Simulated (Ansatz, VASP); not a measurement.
TiO2: VASP beside Ansatz

```
Ti O
1.0
     1.50404    0.86836    4.88630
    -1.50404    0.86836    4.88630
     0.00000   -1.73671    4.88630
Ti O
1 2
Direct
  0.00000 0.00000 0.00000
  0.60165 0.60165 0.60165
  0.39835 0.39835 0.39835
```

Alike in both runs: functional PBE; dispersion D3(BJ); k mesh 12 × 12 × 12; occupations gaussian, width 0.02 eV; no spin polarisation; Hubbard terms Ti d U = 4.0 eV.

Ansatz relaxed the structure, and its values are those at the end. VASP's run is a single point on that final structure, the one shown.

|  | VASP | Ansatz |
| --- | --- | --- |
| version | VASP 6.6.1 | Ansatz 0.2.0 |
| potentials or method | VASP PAW PBE potentials, release 64 (Ti_sv, O_h), cutoff 910 eV | scalar-relativistic, plane waves, PAW |
| valence electrons in the cell | 24 | 24 |

VASP gave:

```
gap on the k mesh at the Fermi level (eV) : 3.01
least direct gap on the mesh (eV)         : 3.33
rms of the force components (eV/Å)        : 0.188
```

Q: Estimate Ansatz's values.

A: gap on the k mesh at the Fermi level (eV): 2.92; least direct gap on the mesh (eV): 3.22; rms of the force components (eV/Å): 0.001.

The programs project onto different local orbitals, so the same U acts differently, and such runs can settle in different states.

Noted on VASP's run: the cutoff is under 1.25 times that of the potentials, so the pressure is a little rough.
